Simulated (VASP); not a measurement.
Crystal: CO2.

```
O C
1.0
    -1.97473    1.97473    3.01406
     1.97473   -1.97473    3.01406
     1.97473    1.97473   -3.01406
O C
4 2
Direct
  0.87500 0.95980 0.58480
  0.37500 0.29020 0.41520
  0.04020 0.62500 0.91520
  0.70980 0.12500 0.08480
  0.00000 0.00000 0.00000
  0.75000 0.25000 0.50000
```

```yaml
Program: VASP 6.6.1
Task: relaxation of cell and atoms
Functional: PBEsol
Dispersion: D3(BJ)
Potentials_or_basis: VASP PAW PBE potentials, release 64 (O, C)
Cutoff: 600 eV
k_mesh: 9 × 9 × 9
Occupations: fermi-dirac, width 0.05 eV
Spin: no spin polarisation
```

At the start: pressure -6.8 GPa; volume 7.84 Å³/atom.

Task: Where does the relaxation end?

Result: Over 9 steps the energy falls by 6.0 meV/atom and the volume is 7.53 Å³/atom (-3.9 %); space group I-42d (No. 122, to 0.1 Å) before and after.

The path:
| step | energy change (eV) | largest force (eV/Å) | pressure (GPa) | volume (Å³) |
| --- | --- | --- | --- | --- |
| 1 | 0.0000 | 0.1240 | -6.79 | 47.01 |
| 2 | 0.0072 | 0.7151 | 7.77 | 44.79 |
| 3 | -0.0241 | 0.2547 | -0.35 | 45.95 |
| 4 | -0.0335 | 0.1096 | -0.23 | 45.57 |
| 5 | -0.0353 | 0.0062 | -0.12 | 45.30 |
| 6 | -0.0353 | 0.0115 | -0.12 | 45.32 |
| 7 | -0.0356 | 0.0144 | 0.03 | 45.27 |
| 8 | -0.0358 | 0.0235 | 0.39 | 45.16 |
| 9 | -0.0359 | 0.0035 | -0.02 | 45.18 |

Final structure:
```
O C
1.0
    -1.95118    1.95118    2.96714
     1.95118   -1.95118    2.96714
     1.95118    1.95118   -2.96714
O C
4 2
Cartesian
  1.2886 0.9756 3.7089
  0.6626 0.9756 0.7418
  2.9268 0.6626 -0.7418
  -0.9756 1.2886 2.2254
  0.0000 3.9024 0.0000
  0.0000 1.9512 1.4836
```

Caveat: the PAW data sets were made with another functional, which shifts forces and pressure a little.
